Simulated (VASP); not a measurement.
Wanted: the native input for a VASP 6.6.1 run.

```
Task                   : single point
Functional             : PBEsol
Potentials or basis    : VASP PAW PBE potentials, release 64 (Sn_d)
Cutoff                 : 520 eV
k mesh                 : 12 × 12 × 12
Occupations            : gaussian, width 0.15 eV
Spin                   : no spin polarisation
Dipole correction      : no
Further INCAR settings : ALGO = Fast; EDIFF = 1e-06; NBANDS = 21
```

The structure of Sn lies in POSCAR:

```
Sn
1.0
    0.0000000000      3.1238900000      3.2456000000
    3.3673100000      0.0000000000      3.2456000000
    3.3673100000      3.1238900000      0.0000000000
Sn
2
Direct
    0.5000000000      0.5000000000      0.5000000000
    0.7500000000      0.7500000000      0.7500000000
```

This cell differs from its parent crystal: strain +0.0375 x Voigt [1, -1, 0, 0, 0, 0].

The input as run:

INCAR

```
SYSTEM = Sn
ALGO = Fast
EDIFF = 1E-6
ENCUT = 520
GGA = PS
ISIF = 2
ISMEAR = 0
LASPH = .True.
LCHARG = .False.
LREAL = .False.
LWAVE = .False.
NBANDS = 21
NELM = 80
PREC = Accurate
SIGMA = 0.15
```

KPOINTS

```
k-points
0
Gamma
  12 12 12
  0 0 0
```

Potentials or basis: VASP PAW PBE potentials, release 64 (Sn_d).

The run is started by

```bash
$ cat potpaw_PBE.64/Sn_d/POTCAR > POTCAR
$ mpirun -np 1 vasp_std > vasp.out
```

Results of the run:

```json
{"Pressure": "0.9 GPa", "Band gap on the k mesh": "zero (bands 14 and 15 overlap by 0.21 eV)"}
```

Caveat: the cell differs from its parent crystal (strain +0.0375 x Voigt [1, -1, 0, 0, 0, 0]); the PAW data sets were made with another functional, which shifts forces and pressure a little; spin-orbit coupling is left out, which moves the levels of the heavy elements.

Wall time 2.4 min on 1 thread of Intel(R) Xeon(R) 6975P-C (Granite Rapids), with other jobs on the host, peak memory 0.44 GiB.
